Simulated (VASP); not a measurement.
Crystal: InSe2.

```
CELL_PARAMETERS angstrom
3.89489 0.00000 0.00000
0.00000 3.89489 0.00000
0.00000 0.00000 9.62623
ATOMIC_POSITIONS crystal
In 0.00000 0.50000 0.70647
In 0.50000 0.00000 0.29353
Se 0.00000 0.50000 0.36621
Se 0.50000 0.00000 0.63379
Se 0.00000 0.00000 0.00000
Se 0.50000 0.50000 0.00000
```

```yaml
Program: VASP 6.6.1
Task: relaxation of cell and atoms
Functional: PBEsol
Potentials_or_basis: VASP PAW PBE potentials, release 64 (In_d, Se)
Cutoff: 500 eV
k_mesh: 10 × 10 × 4
Occupations: gaussian, width 0.1 eV
Spin: no spin polarisation
```

At the start: pressure -3.3 GPa; volume 24.34 Å³/atom.

Task: Where does the relaxation end?

Result: Over 15 steps the energy falls by 14.7 meV/atom and the volume is 22.90 Å³/atom (-5.9 %); space group P4/nmm (No. 129, to 0.1 Å) before and after.

Step by step:
```
step  energy change (eV)  largest force (eV/Å)  pressure (GPa)  volume (Å³)
   1              0.0000                0.1024           -3.29       146.03
   2             -0.0575                0.1106            1.78       135.72
   3             -0.0796                0.0333           -0.15       139.11
   4             -0.0843                0.0201           -0.10       138.48
   5             -0.0876                0.0191            0.04       137.26
   6             -0.0876                0.0193            0.03       137.35
   7             -0.0876                0.0191            0.03       137.31
   8             -0.0877                0.0170           -0.02       137.40
   9             -0.0877                0.0186           -0.07       137.49
  10             -0.0878                0.0174           -0.06       137.47
  11             -0.0878                0.0151           -0.04       137.43
  12             -0.0879                0.0121            0.02       137.35
  13             -0.0879                0.0112            0.01       137.37
  14             -0.0879                0.0104            0.00       137.38
  15             -0.0880                0.0092            0.00       137.40
```

Final structure:
```cif
data_structure
_symmetry_space_group_name_H-M 'P 1'
_symmetry_Int_Tables_number 1
_cell_length_a 3.8335
_cell_length_b 3.8335
_cell_length_c 9.3494
_cell_angle_alpha 90.000
_cell_angle_beta 90.000
_cell_angle_gamma 90.000
_cell_volume 137.40
loop_
_atom_site_label
_atom_site_type_symbol
_atom_site_fract_x
_atom_site_fract_y
_atom_site_fract_z
_atom_site_occupancy
In1 In 0.00000 0.50000 0.70553 1
In2 In 0.50000 0.00000 0.29447 1
Se1 Se 0.00000 0.50000 0.36710 1
Se2 Se 0.50000 0.00000 0.63290 1
Se3 Se 0.00000 0.00000 0.00000 1
Se4 Se 0.50000 0.50000 0.00000 1
```

Caveat: the PAW data sets were made with another functional, which shifts forces and pressure a little.
